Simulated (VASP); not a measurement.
Here is a VASP 6.6.1 calculation.

The input INCAR:

```
PREC     = Accurate       # precision mode
ENCUT    = 500            # plane-wave cutoff, eV
EDIFF    = 1E-6           # SCF threshold, eV
ISMEAR   = 0              # smearing method
SIGMA    = 0.02           # smearing width, eV
LREAL    = F              # projectors in reciprocal space
LASPH    = T              # aspherical terms in the spheres
NELM     = 120            # most SCF steps
ALGO     = Normal         # electronic algorithm
ISIF     = 2              # what is computed and relaxed
LWAVE    = F              # write WAVECAR
LCHARG   = F              # write CHGCAR
GGA      = PS             # functional
NBANDS   = 17             # bands
GGA_COMPAT= F
```

The input KPOINTS:

```
regular mesh
0
Gamma
  8 8 8
```

Contents of POSCAR:

```
Na2S
1.0
    0.0000000000      3.3555472236      3.3555472236
    3.3555472236      0.0000000000      3.3555472236
    3.3555472236      3.3555472236      0.0000000000
Na S
2 1
Direct
    0.2500000000      0.2500000000      0.2500000000
    0.7500000000      0.7500000000      0.7500000000
    0.0000000000      0.0000000000      0.0000000000
```

Potentials or basis: VASP PAW PBE potentials, release 64 (Na_pv, S).

Run with:

```console
$ cat potpaw_PBE.64/Na_pv/POTCAR potpaw_PBE.64/S/POTCAR > POTCAR
$ mpirun -np 1 vasp_std > vasp.out
```

(1) Predict the band gap on the k mesh.

(2) Predict the pressure.

Results:

(1) 2.13 eV.

(2) -2.3 GPa.

Caveat: the PAW data sets were made with another functional, which shifts forces and pressure a little.
